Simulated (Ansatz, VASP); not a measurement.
Tl2Pb in VASP and in Ansatz

```
CELL_PARAMETERS angstrom
5.71924 0.00000 0.00000
-2.85962 4.95300 0.00000
0.00000 0.00000 3.37313
ATOMIC_POSITIONS crystal
Tl 0.33333 0.66667 0.50000
Tl 0.66667 0.33333 0.50000
Pb 0.00000 0.00000 0.00000
```

Alike in both runs: functional PBE; k mesh 12 × 12 × 14; occupations gaussian, width 0.1 eV; no spin polarisation.

Ansatz relaxed the structure, and its values are those at the end. VASP's run is a single point on that final structure, the one shown.

|  | VASP | Ansatz |
| --- | --- | --- |
| version | VASP 6.6.1 | Ansatz 0.2.0 |
| potentials or method | VASP PAW PBE potentials, release 64 (Tl_d, Pb_d), cutoff 520 eV | scalar-relativistic, plane waves, PAW |
| valence electrons in the cell | 40 | 40 |

|  | VASP | Ansatz | Ansatz less VASP |
| --- | --- | --- | --- |
| gap on the k mesh at the Fermi level (eV) | none | none | - |
| pressure (GPa) | -0.1 | 0.0 | +0.05 |

A gap of «none» marks a metal or a gap that the smearing closes. The functional is the same, so the differences come from potentials, cutoffs and numerics.

Spin-orbit coupling is off throughout.
